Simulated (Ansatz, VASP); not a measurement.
# Two plane-wave programs on HfNbSe4

```
Hf Nb Se
1.0
     0.00000    3.92334    3.92334
     3.92334    0.00000    3.92334
     3.92334    3.92334    0.00000
Hf Nb Se
1 1 4
Direct
  0.75000 0.75000 0.75000
  0.00000 0.00000 0.00000
  0.87565 0.37478 0.37478
  0.37478 0.37478 0.37478
  0.37478 0.87565 0.37478
  0.37478 0.37478 0.87565
```

Change from the starting cell: species swapped into the CeLuAl4 type (F-43m, No. 216).

Alike in both runs: functional PBE; k mesh 4 × 4 × 4; occupations gaussian, width 0.1 eV; collinear spin.

Ansatz relaxed the structure, and its values are those at the end. VASP's run is a single point on that final structure, the one shown.

|  | VASP | Ansatz |
| --- | --- | --- |
| version | VASP 6.6.1 | Ansatz 0.2.0 |
| potentials or method | VASP PAW PBE potentials, release 64 (Hf_pv, Nb_sv, Se), cutoff 520 eV | scalar-relativistic, plane waves, PAW |
| valence electrons in the cell | 47 | 103 |

Ansatz gave:

- gap on the k mesh at the Fermi level (eV): none
- pressure (GPa): 0.1
- rms of the force components (eV/Å): 0.005
- net moment per atom (μB): 0.00

Estimate VASP's values.

gap on the k mesh at the Fermi level (eV): none; pressure (GPa): -0.1; rms of the force components (eV/Å): 0.003; net moment per atom (μB): 0.00.

A gap of «none» marks a metal or a gap that the smearing closes. VASP's potentials hold 47 valence electrons a cell and Ansatz's 103, so a difference there can come from the potentials and not from the codes. Ansatz's warnings: no starting moments.

Spin-orbit coupling is off throughout.
